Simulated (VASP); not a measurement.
Here is a VASP 6.6.1 calculation.

File INCAR:

```
SYSTEM = Pt
  PREC = Accurate
  ENCUT = 600
  EDIFF = 1E-6
  ISMEAR = -1
  SIGMA = 0.1
  LREAL = .FALSE.
  LASPH = .TRUE.
  NELM = 60
  ALGO = Normal
  ISIF = 3
  LWAVE = .FALSE.
  LCHARG = .FALSE.
  GGA = PE
  IBRION = 2
  NSW = 60
  EDIFFG = -0.005
```

Contents of KPOINTS:

```
Automatic mesh
0
G
  17 17 17
  0 0 0
```

POSCAR

```
Pt
1.0
    0.0000000000      1.9857740511      1.9857740511
    1.9857740511      0.0000000000      1.9857740511
    1.9857740511      1.9857740511      0.0000000000
Pt
1
Direct
    0.0000000000      0.0000000000      0.0000000000
```

Potentials or basis: VASP PAW PBE potentials, release 64 (Pt).

Run with:

```console
$ cat potpaw_PBE.64/Pt/POTCAR > POTCAR
$ mpirun -np 1 vasp_std > vasp.out
```

Q: Estimate the relaxed cell.

A: a = 2.807 Å, b = 2.807 Å, c = 2.807 Å, α = 60.00°, β = 60.00°, γ = 60.00°.

Q: What does it give for the space group after relaxing (to 0.05 Å)?

A: Fm-3m (No. 225).

Q: Estimate the relaxed volume.

A: 15.64 Å³/atom.

Final structure:
```yaml
crystal:
  lattice:
    - [0.00000, 1.98485, 1.98485]
    - [1.98485, 0.00000, 1.98485]
    - [1.98485, 1.98485, 0.00000]
  atoms:
    - { symbol: Pt, position: [0.00000, 0.00000, 0.00000] }
```
